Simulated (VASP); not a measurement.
Write the native input for VASP 6.6.1 that does the following.

| Quantity | Value |
| --- | --- |
| Task | single point |
| Functional | BLYP |
| Potentials or basis | VASP PAW PBE potentials, release 64 (Re) |
| Cutoff | 520 eV |
| k mesh | 22 × 22 × 22 |
| Occupations | fermi-dirac, width 0.1 eV |
| Spin | no spin polarisation |
| Dipole correction | no |
| Further INCAR settings | ALGO = Normal; EDIFF = 1e-07; NBANDS = 10 |

The structure of Re lies in POSCAR:

```
Re
1.0
    0.0000000000      1.9826728723      1.9826728723
    1.9826728723      0.0000000000      1.9826728723
    1.9826728723      1.9826728723      0.0000000000
Re
1
Direct
    0.0000000000      0.0000000000      0.0000000000
```

This isn't the form of Re at room conditions, which is hcp.

These files were run (other wordings do the same):

INCAR

```
SYSTEM = Re
PREC = Accurate
ENCUT = 520
EDIFF = 1E-7
ISMEAR = -1
SIGMA = 0.1
LREAL = .FALSE.
LASPH = .TRUE.
NELM = 60
ALGO = Normal
ISIF = 2
LWAVE = .FALSE.
LCHARG = .TRUE.
GGA = B5
ALDAX = 1.0
AGGAX = 1.0
AGGAC = 1.0
ALDAC = 0.0
LELF = .TRUE.
LVHAR = .TRUE.
NBANDS = 10
```

KPOINTS

```
regular mesh
0
G
  22 22 22
  0 0 0
```

Potentials or basis: VASP PAW PBE potentials, release 64 (Re).

Run with:

```sh
$ cat potpaw_PBE.64/Re/POTCAR > POTCAR
$ mpirun -np 1 vasp_std > vasp.out
```

Results of the run:

```yaml
Pressure: 1.7 GPa
Band_gap_on_the_k_mesh: zero (an odd number of electrons rules out a gap without spin polarisation)
```

Caveat: the PAW data sets were made with another functional, which shifts forces and pressure a little; spin-orbit coupling is left out, which moves the levels of the heavy elements.

Run time: 100 s on 1 thread of Intel Xeon 8259CL (shared host), peak memory 0.19 GiB.
